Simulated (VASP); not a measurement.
Wanted: the native input for a VASP 6.6.1 run.

| Quantity | Value |
| --- | --- |
| Task | single point |
| Functional | PBE |
| Potentials or basis | VASP PAW PBE potentials, release 64 (Ta_pv) |
| Cutoff | 520 eV |
| k mesh | 17 × 17 × 17 |
| Occupations | fermi-dirac, width 0.1 eV |
| Spin | no spin polarisation |
| Dipole correction | no |
| Further INCAR settings | ALGO = Normal; EDIFF = 1e-06; NBANDS = 18 |

The structure of Ta lies in POSCAR:

```
Ta
1.0
   -2.4844010995      2.4844010995      1.3394400204
    2.4844010995     -2.4844010995      1.3394400204
    2.4844010995      2.4844010995     -1.3394400204
Ta
2
Direct
   -0.3750000000     -0.1250000000     -0.2500000000
    0.3750000000      0.1250000000      0.2500000000
```

One way to write it, as run:

INCAR

```
SYSTEM = Ta
ALGO = Normal ; EDIFF = 1E-6
ENCUT = 520 ; GGA = PE
ISIF = 2 ; ISMEAR = -1
LASPH = .TRUE. ; LCHARG = .TRUE.
LELF = .TRUE. ; LREAL = .FALSE.
LVHAR = .TRUE. ; LWAVE = .FALSE.
NBANDS = 18 ; NELM = 60
PREC = Accurate ; SIGMA = 0.1
```

KPOINTS

```
k-points
0
G
  17 17 17
  0 0 0
```

Potentials or basis: VASP PAW PBE potentials, release 64 (Ta_pv).

Run with:

```sh
$ cat potpaw_PBE.64/Ta_pv/POTCAR > POTCAR
$ mpirun -np 1 vasp_std > vasp.out
```

It gave:

The pressure is 39.0 GPa and the band gap on the k mesh is zero (bands 11 and 12 overlap by 1.43 eV).

Caveat: the cell stands under pressure; spin-orbit coupling is left out, which moves the levels of the heavy elements.

It took 2.7 min on 1 thread of AMD EPYC 9R45 96-Core Processor (Zen 5) (shared host), peak memory 0.28 GiB.
